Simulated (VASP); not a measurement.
# LiF (P6_3mc) in VASP: notebook, part 2 of 2

VASP 6.6.1. Earlier steps stand in the parts before.

## (4) Single point, PBE (volume 10.785 Å^3 an atom, c/a of the conventional cell 1.6161)

Input file INCAR:

```
SYSTEM = LiF
PREC = Accurate
ENCUT = 520
EDIFF = 1E-6
ISMEAR = 0
SIGMA = 0.05
LREAL = .False.
LASPH = .True.
NELM = 60
ALGO = Normal
ISIF = 2
LWAVE = .False.
LCHARG = .False.
GGA = PE
NBANDS = 18
```

Input file KPOINTS:

```
regular mesh
0
Gamma
  9 9 6
  0 0 0
```

Input file POSCAR:

```
LiF
1.0
    3.1354058160      0.0000000000      0.0000000000
   -1.5677029080      2.7153410879      0.0000000000
    0.0000000000      0.0000000000      5.0671293393
Li F
2 2
Direct
    0.3333333333      0.6666666667      0.3810713234
    0.6666666667      0.3333333333      0.8810713234
    0.3333333333      0.6666666667      0.9939266766
    0.6666666667      0.3333333333      0.4939266766
```

Potentials or basis: VASP PAW PBE potentials, release 64 (Li_sv, F).

The run is started by

```sh
$ cat potpaw_PBE.64/Li_sv/POTCAR potpaw_PBE.64/F/POTCAR > POTCAR
$ mpirun -np 1 vasp_std > vasp.out
```

OUTCAR:

```text
SYSTEM = LiF
   PREC = Accurate
   ENCUT = 520
   EDIFF = 1E-6
   ISMEAR = 0
   LREAL = .False.
   LASPH = .True.
   NELM = 60
   ISIF = 2
   GGA = PE

 ion  position               nearest neighbor table
   1  0.333  0.667  0.381-   4 1.90   4 1.90   4 1.90   3 1.96
   2  0.667  0.333  0.881-   3 1.90   3 1.90   3 1.90   4 1.96
   3  0.333  0.667  0.994-   2 1.90   2 1.90   2 1.90   1 1.96
   4  0.667  0.333  0.494-   1 1.90   1 1.90   1 1.90   2 1.96

  LATTYP: Found a hexagonal cell.
 ALAT       =     3.1354058160
 C/A-ratio  =     1.6161000000

  Lattice vectors:

 A1 = (   3.1354058160,   0.0000000000,   0.0000000000)
 A2 = (  -1.5677029080,   2.7153410879,   0.0000000000)
 A3 = (   0.0000000000,   0.0000000000,   5.0671293393)

Analysis of symmetry for initial positions (statically):
=====================================================================
 Subroutine PRICEL returns:
 Original cell was already a primitive cell.

 Routine SETGRP: Setting up the symmetry group for a
 hexagonal supercell.

 Subroutine GETGRP returns: Found 12 space group operations
[... 167 lines left out ...]
  ---------------------------------------------------
  free energy    TOTEN  =       -19.28672621 eV

  energy without entropy =      -19.28672621  energy(sigma->0) =      -19.28672621

 E-fermi :  -2.5703     XC(G=0):  -8.4725

 val. band max:       -2.8623429807   @ k =   0.0000   0.0000   0.0000
 cond. band min:       4.5540900539   @ k =   0.0000   0.0000   0.0000
 fundamental gap:      7.4164330346
 Fermi energy:        -2.5703466543

 k-point     1 :       0.0000    0.0000    0.0000
  band No.  band energies     occupation
      1     -43.5008      2.00000
      2     -43.4757      2.00000
      3     -22.1363      2.00000
      4     -21.9526      2.00000
      5      -4.7525      2.00000
      6      -3.2051      2.00000
[... 481 lines left out ...]
      5      -4.5769      2.00000
      6      -3.9053      2.00000
[... 10 lines left out ...]
     17      15.0004      0.00000
     18      17.3076      0.00000

 [... further k-points ...]
[... 5 lines left out ...]
  --------------------------------------------------------------------------------------
  -------------------------------------------------------------------------------------
  Total       -0.3559612     -0.3559612     -0.9042589     -0.0000000      0.0000000      0.0000000
  in kB      -13.2200503    -13.2200503    -33.5832909     -0.0000000      0.0000000      0.0000000
  external PRESSURE =     -20.0077972 kB  Pullay stress =       0.0000000 kB

 VOLUME and BASIS-vectors are now :
 -----------------------------------------------------------------------------
  energy-cutoff  :      520.00
  volume of cell :       43.14
      direct lattice vectors                 reciprocal lattice vectors
     3.135405816  0.000000000  0.000000000     0.318937981  0.184138929  0.000000000
    -1.567702908  2.715341088  0.000000000     0.000000000  0.368277858  0.000000000
     0.000000000  0.000000000  5.067129339     0.000000000  0.000000000  0.197350400

 POSITION                                       TOTAL-FORCE (eV/Angst)
 -----------------------------------------------------------------------------------
     -0.00000      1.81023      1.93094         0.000000     -0.000000     -0.075197
      1.56770      0.90511      4.46450        -0.000000      0.000000     -0.075197
     -0.00000      1.81023      5.03636         0.000000     -0.000000      0.075197
      1.56770      0.90511      2.50279        -0.000000      0.000000      0.075197
 -----------------------------------------------------------------------------------
    total drift:                                0.000000     -0.000000     -0.001323

  FREE ENERGIE OF THE ION-ELECTRON SYSTEM (eV)
  ---------------------------------------------------
  free  energy   TOTEN  =       -19.2867262115 eV

  energy  without entropy=      -19.2867262115  energy(sigma->0) =      -19.28672621
```

OSZICAR:

```text
N       E                     dE             d eps       ncg     rms          rms(c)
DAV:   1     0.123196194333E+03    0.12320E+03   -0.10557E+04  1728   0.119E+03
DAV:   2    -0.994333766255E+01   -0.13314E+03   -0.13019E+03  1950   0.298E+02
DAV:   3    -0.206136294380E+02   -0.10670E+02   -0.10611E+02  3248   0.632E+01
DAV:   4    -0.207231128357E+02   -0.10948E+00   -0.10927E+00  2236   0.759E+00
DAV:   5    -0.207242375810E+02   -0.11247E-02   -0.11245E-02  2242   0.690E-01    0.737E+00
DAV:   6    -0.192198151573E+02    0.15044E+01   -0.42098E+00  1826   0.153E+01    0.236E+00
DAV:   7    -0.192459976799E+02   -0.26183E-01   -0.12117E-01  1926   0.238E+00    0.152E+00
DAV:   8    -0.192865604405E+02   -0.40563E-01   -0.65577E-02  1946   0.246E+00    0.380E-01
DAV:   9    -0.192854507347E+02    0.11097E-02   -0.66080E-03  2412   0.696E-01    0.105E-01
DAV:  10    -0.192867409350E+02   -0.12902E-02   -0.18500E-03  1870   0.283E-01    0.569E-02
DAV:  11    -0.192867227577E+02    0.18177E-04   -0.73070E-05  2424   0.762E-02    0.116E-02
DAV:  12    -0.192867258478E+02   -0.30901E-05   -0.93231E-06  1862   0.229E-02    0.181E-03
DAV:  13    -0.192867262115E+02   -0.36364E-06   -0.33056E-07  1866   0.466E-03
   1 F= -.19286726E+02 E0= -.19286726E+02  d E =-.901765E-19
```

It took 58 s on 1 thread of AMD EPYC 7R13, shared host; peak memory 0.14 GiB.

What came out:

```
Free energy            : -19.2867 eV
Largest force          : 0.075 eV/Å
Band gap on the k mesh : 7.42 eV, direct
```

Forces in eV/Å, atoms in the order of the input:
```
Li   0.000  0.000 -0.075
Li   0.000  0.000 -0.075
F    0.000  0.000  0.075
F    0.000  0.000  0.075
```

Caveat: the cutoff is under 1.25 times the usual one of these potentials, so pressure, stress and relaxed cells hold a basis-set (Pulay) error.

## (5) Summary

```tsv
cell	gap on the mesh (eV)	largest force (eV/Å)
a = 3.297, b = 3.297, c = 4.583 Å, angles 90.0, 90.0, 120.0°, 4 atoms	7.29	0.51
a = 3.199, b = 3.199, c = 4.868 Å, angles 90.0, 90.0, 120.0°, 4 atoms	7.36	0.08
a = 3.135, b = 3.135, c = 5.067 Å, angles 90.0, 90.0, 120.0°, 4 atoms	7.42	0.08
```

Alike in all rows: task single point; level PBE; potentials or basis VASP PAW PBE potentials, release 64 (Li_sv, F); no spin polarisation; k mesh 9 × 9 × 6; cutoff (eV) 520; smearing gaussian 0.05 eV.

Caveats: the cutoff is under 1.25 times the usual one of these potentials, so pressure, stress and relaxed cells hold a basis-set (Pulay) error.

Absolute energies hang on the potentials; compare differences alone.
